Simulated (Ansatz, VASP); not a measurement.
# C: VASP beside Ansatz

```
C
1.0
     2.60840    0.00000    0.00000
    -1.30420    2.25894    0.00000
     0.00000    0.00000   12.70150
C
12
Direct
  0.00000 0.00000 0.18686
  0.00000 0.00000 0.68686
  0.00000 0.00000 0.31314
  0.00000 0.00000 0.81314
  0.33333 0.66667 0.52077
  0.66667 0.33333 0.02077
  0.33333 0.66667 0.97923
  0.66667 0.33333 0.47923
  0.33333 0.66667 0.64506
  0.66667 0.33333 0.14506
  0.33333 0.66667 0.85494
  0.66667 0.33333 0.35494
```

Alike in both runs: task single point; functional LDA; k mesh 12 × 12 × 2; occupations gaussian, width 0.05 eV; no spin polarisation.

```csv
,VASP,Ansatz
version,VASP 6.6.1,Ansatz 0.2.0
potentials or method,"VASP PAW LDA potentials, release 64 (C), cutoff 520 eV","scalar-relativistic, plane waves, PAW"
valence electrons in the cell,48,48
```

VASP gave:

* gap on the k mesh at the Fermi level (eV): 4.08
* least direct gap on the mesh (eV): 4.97
* rms of the force components (eV/Å): 0.021

**Question.** What did Ansatz give for the same quantities?

**Answer.** gap on the k mesh at the Fermi level (eV): 4.09; least direct gap on the mesh (eV): 4.97; rms of the force components (eV/Å): 0.021.

Ansatz warns that its potentials were made for another functional, while VASP's fit it. LDA's correlation is that of Perdew and Zunger in VASP and of Perdew and Wang (1992) in Ansatz. Atom by atom the forces differ by 0.002 eV/Å (rms over components).
